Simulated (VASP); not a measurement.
Here is a VASP 6.6.1 calculation.

The input INCAR:

```
SYSTEM = Al
ALGO = Normal
EDIFF = 1E-6
ENCUT = 500
GGA = PS
GGA_COMPAT = .FALSE.
ISIF = 2
ISMEAR = 1
LASPH = .TRUE.
LCHARG = .FALSE.
LREAL = .FALSE.
LWAVE = .FALSE.
NBANDS = 14
NELM = 120
PREC = Accurate
SIGMA = 0.1
```

File KPOINTS:

```
k-points
0
G
  5 5 5
  0 0 0
```

POSCAR

```
Al
1.0
    4.0102467837      0.0000000000      0.0000000000
    0.0000000000      4.0102467837      0.0000000000
    0.0000000000      0.0000000000      4.0102467837
Al
4
Direct
    0.0000000000      0.0000000000      0.0000000000
    0.0000000000      0.5000000000      0.5000000000
    0.5000000000      0.0000000000      0.5000000000
    0.5000000000      0.5000000000      0.0000000000
```

Potentials or basis: VASP PAW PBE potentials, release 64 (Al).

The run is started by

```console
$ cat potpaw_PBE.64/Al/POTCAR > POTCAR
$ mpirun -np 1 vasp_std > vasp.out
```

**Question.** Estimate the band gap on the k mesh.

**Answer.** Zero (band 6 reaches 9.47 eV, above the bottom of band 7 at 4.79 eV).

**Question.** What does it give for the pressure?

**Answer.** 0.2 GPa.

Caveat: the PAW data sets were made with another functional, which shifts forces and pressure a little.
